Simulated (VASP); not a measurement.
Set up this calculation in VASP 6.6.1, as the native input.

| Quantity | Value |
| --- | --- |
| Task | relaxation of cell and atoms |
| Functional | PBE |
| Potentials or basis | VASP PAW PBE potentials, release 64 (Ir) |
| Cutoff | 600 eV |
| k mesh | 17 × 17 × 9 |
| Occupations | fermi-dirac, width 0.05 eV |
| Spin | no spin polarisation |
| Dipole correction | no |
| Further INCAR settings | ALGO = Normal; EDIFF = 1e-06; IBRION = 2; EDIFFG = -0.005; NSW = 45; ISIF = 3 |

The structure of Ir lies in POSCAR:

```
Ir
1.0
    2.7493257706      0.0000000000      0.0000000000
   -1.3746628853      2.3809859606      0.0000000000
    0.0000000000      0.0000000000      4.4497555383
Ir
2
Direct
    0.3333333333      0.6666666667      0.2500000000
    0.6666666667      0.3333333333      0.7500000000
```

This isn't the form of Ir at room conditions, which is fcc.

The input as run:

INCAR

```
PREC     = Accurate       # precision mode
ENCUT    = 600            # plane-wave cutoff, eV
EDIFF    = 1E-6           # SCF threshold, eV
ISMEAR   = -1             # smearing method
SIGMA    = 0.05           # smearing width, eV
LREAL    = F              # projectors in reciprocal space
LASPH    = T              # aspherical terms in the spheres
NELM     = 60             # most SCF steps
ALGO     = Normal         # electronic algorithm
ISIF     = 3              # what is computed and relaxed
LWAVE    = F              # write WAVECAR
LCHARG   = F              # write CHGCAR
GGA      = PE             # functional
IBRION   = 2              # ionic algorithm
NSW      = 45             # ionic steps
EDIFFG   = -0.005         # ionic threshold
```

KPOINTS

```
Automatic mesh
0
Gamma
  17 17 9
```

Potentials or basis: VASP PAW PBE potentials, release 64 (Ir).

Command:

```sh
$ cat potpaw_PBE.64/Ir/POTCAR > POTCAR
$ mpirun -np 1 vasp_std > vasp.out
```

It gave:

* Relaxed volume: 14.59 Å³/atom
* Relaxed cell: a = 2.751 Å, b = 2.751 Å, c = 4.452 Å, α = 90.00°, β = 90.00°, γ = 120.00°
* Space group after relaxing (to 0.1 Å): P6_3/mmc (No. 194)
* Energy gained by relaxing: 0.0 meV/atom
* Ionic steps: 3
* Pressure after relaxing: 0.0 GPa
* Band gap on the k mesh: zero (bands 9 and 10 overlap by 3.13 eV)

Caveat: spin-orbit coupling is left out, which moves the levels of the heavy elements.

Run time: 3 min on 1 thread of Intel Xeon 8259CL, on a shared host, peak memory 0.21 GiB.
